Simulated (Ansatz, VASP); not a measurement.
# One calculation of ZrS2, two programs

```
Zr S
1.0
     3.67440    0.00000    0.00000
    -1.83720    3.18212    0.00000
     0.00000    0.00000    5.85686
Zr S
1 2
Cartesian
  0.0000 0.0000 0.0000
  0.0000 2.1214 1.4421
  1.8372 1.0607 4.4147
```

Alike in both runs: task single point; functional r2SCAN; k mesh 6 × 6 × 4; no spin polarisation.

```csv
,VASP,Ansatz
version,VASP 6.6.1,Ansatz 0.2.0
potentials or method,"VASP PAW PBE potentials, release 64 (Zr_sv, S)",plane waves
plane-wave cutoff (eV),550,500
occupations,"gaussian, width 0.01 eV",fixed
valence electrons in the cell,24,24
```

Ansatz gave:

| Item | Value |
| --- | --- |
| gap on the k mesh at the Fermi level (eV) | 1.19 |
| pressure (GPa) | 0.9 |
| traceless stress, the component that is largest in VASP (GPa) | -0.06 |
| rms of the force components (eV/Å) | 0.020 |

Q: Which values does VASP return?

A: gap on the k mesh at the Fermi level (eV): 1.19; pressure (GPa): 0.9; traceless stress, the component that is largest in VASP (GPa): -0.04; rms of the force components (eV/Å): 0.019.

VASP's potentials were made for PBE, not for r2SCAN. Atom by atom the forces differ by 0.001 eV/Å (rms over components).
